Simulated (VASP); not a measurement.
# AlTl2InB4Sb4P4 (P1) in VASP: notebook, part 2 of 2

VASP 6.6.1. Earlier steps stand in the parts before.

**4. Single point, PBE**

This run uses another cell than the first one, of 23.33 Å³/atom.

Contents of INCAR:

```
PREC     = Accurate       # precision mode
ENCUT    = 520            # plane-wave cutoff, eV
EDIFF    = 1E-6           # SCF threshold, eV
ISMEAR   = 0              # smearing method
SIGMA    = 0.1            # smearing width, eV
LREAL    = Auto         
LASPH    = True           # aspherical terms in the spheres
NELM     = 60             # most SCF steps
ALGO     = Normal         # electronic algorithm
ISIF     = 2              # what is computed and relaxed
LWAVE    = False          # write WAVECAR
LCHARG   = True           # write CHGCAR
GGA      = PE             # functional
LELF     = True           # ELF
LVHAR    = True         
NBANDS   = 61             # bands
ISYM     = 0
```

Contents of KPOINTS:

```
Automatic mesh
0
Gamma
  3 3 3
```

Contents of POSCAR:

```
AlTl2InB4Sb4P4
1.0
   -7.1107031721      4.6053973874     -0.8451533422
   -6.8930514191     -0.5839083535      4.0907382117
    1.4124194719      5.0067975733      4.8066477872
B Al P In Sb Tl
4 1 4 1 4 2
Direct
    0.9432577020      0.0159899077      0.0101490032
    0.5153110071      0.4617818020      0.0081187729
    0.6032413910      0.1172562647      0.2427336360
    0.5350086068      0.4811084765      0.4500348004
   -0.0092115117      0.0159116223      0.4636618028
    0.8854422533      0.9036652215      0.2512098929
    0.8073155578      0.3716776203      0.3293692818
    0.4198632961      0.4150632877      0.2740637449
    0.8025342678      0.3260796798      0.0194349905
    0.0478705490      0.5003459297      0.1830600197
    0.3745665378      0.8351698324      0.5146691972
    0.8480247528      0.9252343246      0.7822504802
    0.2971027410      0.8305587907      0.9360812559
    0.4745514080      0.3469035177      0.7432738042
    0.4368988522      0.0330218999      0.0897662241
    0.0277900020      0.4256385990      0.7027245326
```

Potentials or basis: VASP PAW PBE potentials, release 64 (B, Al, P, In_d, Sb, Tl_d).

Command:

```console
$ cat potpaw_PBE.64/B/POTCAR potpaw_PBE.64/Al/POTCAR potpaw_PBE.64/P/POTCAR potpaw_PBE.64/In_d/POTCAR potpaw_PBE.64/Sb/POTCAR potpaw_PBE.64/Tl_d/POTCAR > POTCAR
$ mpirun -np 1 vasp_std > vasp.out
```

OUTCAR:

```text
PREC = Accurate
   ENCUT = 520
   EDIFF = 1E-6
   ISMEAR = 0
   LREAL = Auto
   LASPH = True
   NELM = 60
   ISIF = 2
   GGA = PE
   ISYM = 0

 ion  position               nearest neighbor table
   1  0.943  0.016  0.010-   6 1.97   9 1.98  12 2.28  13 2.38
   2  0.515  0.462  0.008-   9 1.97   8 2.03  13 2.35  14 2.35
   3  0.603  0.117  0.243-   8 1.89   6 1.89  15 2.34
   4  0.535  0.481  0.450-   7 1.98   8 1.99  11 2.33  14 2.36
   5  0.991  0.016  0.464-   6 2.37   7 2.39  12 2.64  11 2.68
   6  0.885  0.904  0.251-   3 1.89   1 1.97   5 2.37  10 2.69  12 3.36
[... 1058 lines left out ...]
  Total        0.4732464      0.0526948     -0.0308573     -0.1284070      0.0082064      0.1378132
  in kB        2.0313391      0.2261845     -0.1324503     -0.5511676      0.0352247      0.5915425
  external PRESSURE =       0.7083577 kB  Pullay stress =       0.0000000 kB

 VOLUME and BASIS-vectors are now :
 -----------------------------------------------------------------------------
  energy-cutoff  :      520.00
  volume of cell :      373.26
      direct lattice vectors                 reciprocal lattice vectors
    -7.110703172  4.605397387 -0.845153342    -0.062390618  0.104243542 -0.090250962
    -6.893051419 -0.583908354  4.090738212    -0.070641880 -0.088369035  0.112806650
     1.412419472  5.006797573  4.806647787     0.049150220  0.093536365  0.096171312

 POSITION                                       TOTAL-FORCE (eV/Angst)
 -----------------------------------------------------------------------------------
     -6.80311      4.38555     -0.68300        -0.031455      0.010367      0.053694
     -6.83584      2.14422      1.49254        -0.024742      0.041329      0.005437
     -4.75488      3.92502      1.13657        -0.018203      0.003676     -0.020830
     -6.48495      4.43624      3.67908        -0.026359      0.017510     -0.030094
     -6.50000      6.87514      1.45638        -0.006538     -0.057759     -0.015733
    -12.17031      4.80791      4.15580         0.015549      0.005099      0.036343
[... 8 lines left out ...]
     -3.20749      2.44225      0.19731         0.007239      0.013111      0.008165
     -2.13901      3.39785      5.09544        -0.009199      0.001785     -0.000261
 -----------------------------------------------------------------------------------
    total drift:                                0.005650     -0.001615     -0.007422

  FREE ENERGIE OF THE ION-ELECTRON SYSTEM (eV)
  ---------------------------------------------------
  free  energy   TOTEN  =       -72.7510000722 eV

  energy  without entropy=      -72.7427464659  energy(sigma->0) =      -72.74687327
```

OSZICAR:

```text
N       E                     dE             d eps       ncg     rms          rms(c)
DAV:   1     0.598850696273E+03    0.59885E+03   -0.38371E+04  1708   0.137E+03
DAV:   2    -0.955854812156E+01   -0.60841E+03   -0.57375E+03  1893   0.298E+02
DAV:   3    -0.749468583171E+02   -0.65388E+02   -0.63209E+02  2156   0.103E+02
DAV:   4    -0.777935569515E+02   -0.28467E+01   -0.28190E+01  2032   0.220E+01
DAV:   5    -0.779399280101E+02   -0.14637E+00   -0.14621E+00  2640   0.530E+00    0.155E+01
DAV:   6    -0.726839234534E+02    0.52560E+01   -0.16769E+01  2267   0.192E+01    0.864E+00
DAV:   7    -0.728106483182E+02   -0.12672E+00   -0.55395E+00  2048   0.728E+00    0.466E+00
DAV:   8    -0.727517869454E+02    0.58861E-01   -0.34379E-01  2043   0.241E+00    0.266E+00
DAV:   9    -0.727504969840E+02    0.12900E-02   -0.93591E-02  2080   0.114E+00    0.361E-01
DAV:  10    -0.727501394583E+02    0.35753E-03   -0.97270E-03  2024   0.410E-01    0.259E-01
DAV:  11    -0.727507521192E+02   -0.61266E-03   -0.22721E-03  2024   0.158E-01    0.136E-01
DAV:  12    -0.727509339389E+02   -0.18182E-03   -0.29389E-04  2072   0.696E-02    0.618E-02
DAV:  13    -0.727509940612E+02   -0.60122E-04   -0.99513E-05  1880   0.339E-02    0.217E-02
DAV:  14    -0.727509973906E+02   -0.33294E-05   -0.10371E-05  2104   0.135E-02    0.101E-02
DAV:  15    -0.727509997631E+02   -0.23725E-05   -0.48088E-06  1728   0.722E-03    0.332E-03
DAV:  16    -0.727510000722E+02   -0.30905E-06   -0.28045E-07  1064   0.248E-03
   1 F= -.72751000E+02 E0= -.72746873E+02  d E =-.825361E-02
```

It took 18 min on 1 thread of Intel Xeon 8259CL, shared host; peak memory 0.62 GiB.

What came out:

- Free energy: -72.7510 eV
- Pressure: 0.1 GPa
- Largest force: 0.063 eV/Å
- Band gap on the k mesh: 0.06 eV (least direct gap 0.21 eV)

Forces in eV/Å, atoms in the order of the input:
```
B   -0.031  0.010  0.054
B   -0.025  0.041  0.005
B   -0.018  0.004 -0.021
B   -0.026  0.018 -0.030
Al  -0.007 -0.058 -0.016
P    0.016  0.005  0.036
P   -0.008 -0.032  0.007
P    0.001 -0.001  0.002
P    0.050  0.019 -0.004
In  -0.001  0.000 -0.021
Sb  -0.012  0.020 -0.001
Sb   0.033  0.003 -0.027
Sb   0.012 -0.012 -0.026
Sb   0.018 -0.032  0.034
Tl   0.007  0.013  0.008
Tl  -0.009  0.002  0.000
```

Stress tensor (GPa, compression positive):
```
 0.20 -0.06  0.06
-0.06  0.02  0.00
 0.06  0.00 -0.01
```

Levels at points of the mesh, in eV from the valence-band top:
| k point | band 43 | band 44 | band 45 | band 46 | band 47 | band 48 | band 49 | band 50 | band 51 | band 52 |
| --- | --- | --- | --- | --- | --- | --- | --- | --- | --- | --- |
| (0.00, 0.00, 0.00) | -1.40 | -1.26 | -1.05 | -0.89 | -0.16 | 0.40 | 0.77 | 0.92 | 1.51 | 1.63 |

Caveat: spin-orbit coupling is left out, which moves the levels of the heavy elements. A k mesh can miss the band edges.

**5. Summary**

| cell | k mesh | gap on the mesh (eV) | pressure (GPa) | largest force (eV/Å) |
| --- | --- | --- | --- | --- |
| a = 7.853, b = 7.809, c = 7.856 Å, angles 62.4, 61.3, 61.2°, 16 atoms, atomic positions A | 2 × 2 × 2, shifted | 0.67 | 0.0 | 0.05 |
| a = 7.883, b = 7.832, c = 7.912 Å, angles 62.1, 60.9, 60.7°, 16 atoms, atomic positions B | 3 × 3 × 3 | 0.02 | 0.0 | 0.06 |
| a = 8.514, b = 8.037, c = 7.083 Å, angles 82.9, 81.5, 51.2°, 16 atoms, atomic positions C | 3 × 3 × 3 | 0.06 | 0.1 | 0.06 |

Alike in all rows: task single point; level PBE; potentials or basis VASP PAW PBE potentials, release 64 (B, Al, P, In_d, Sb, Tl_d); no spin polarisation; cutoff (eV) 520; smearing gaussian 0.1 eV.

Caveats: spin-orbit coupling is left out, which moves the levels of the heavy elements; a shifted mesh leaves out Γ, where band edges can lie (at least some runs); the smearing spreads over this small gap (at least some runs).

Total energies depend on the potentials used, so only differences within one code and one set of settings carry meaning.
